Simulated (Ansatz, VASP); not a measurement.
# ZrB in VASP and in Ansatz

```
Zr B
1.0
     0.00000    2.45212    2.45212
     2.45212    0.00000    2.45212
     2.45212    2.45212    0.00000
Zr B
1 1
Direct
  0.50000 0.50000 0.50000
  0.98369 0.01631 0.01631
```

Alike in both runs: task single point; functional PBE; k mesh 12 × 12 × 12; occupations gaussian, width 0.05 eV; no spin polarisation.

|  | VASP | Ansatz |
| --- | --- | --- |
| version | VASP 6.6.1 | Ansatz 0.2.0 |
| potentials or method | VASP PAW PBE potentials, release 64 (Zr_sv, B), cutoff 520 eV | scalar-relativistic, plane waves, PAW |
| valence electrons in the cell | 15 | 15 |

```tsv
	VASP	Ansatz	Ansatz less VASP
gap on the k mesh at the Fermi level (eV)	none	none	-
pressure (GPa)	0.4	0.3	-0.11
traceless stress, the component that is largest in VASP (GPa)	0.79	0.79	-0.002
rms of the force components (eV/Å)	0.321	0.320	-0.0010
```

Atom by atom the forces differ by 0.001 eV/Å (rms over components). A gap of «none» marks a metal or a gap that the smearing closes. With one functional, cell and mesh, what is left measures potentials, basis and numerics.
